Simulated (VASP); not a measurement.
The system is GeCN2.

```
CELL_PARAMETERS angstrom
1.79379 1.03565 4.92196
-1.79379 1.03565 4.92196
0.00000 -2.07129 4.92196
ATOMIC_POSITIONS crystal
Ge 0.00000 0.00000 0.00000
C 0.50000 0.50000 0.50000
N 0.41610 0.41610 0.41610
N 0.58390 0.58390 0.58390
```

Base run:

* Program: VASP 6.6.1
* Functional: PBE
* Potentials or basis: VASP PAW PBE potentials, release 64 (Ge_d, C, N)
* Cutoff: 520 eV
* k mesh: 6 × 6 × 6
* Occupations: gaussian, width 0.01 eV
* Spin: no spin polarisation

Its results: band gap on the k mesh 1.04 eV, indirect (least direct gap 2.04 eV); pressure 0.2 GPa; largest force 0.072 eV/Å.

The run is repeated on the same cell with these changes: functional from PBE to r2SCAN. What comes out?

Band gap on the k mesh 1.14 eV, indirect (least direct gap 2.21 eV); pressure -3.0 GPa; largest force 0.292 eV/Å.

Caveats: the PAW data sets were made with another functional, which shifts forces and pressure a little (some runs).

A k mesh can miss the band edges.
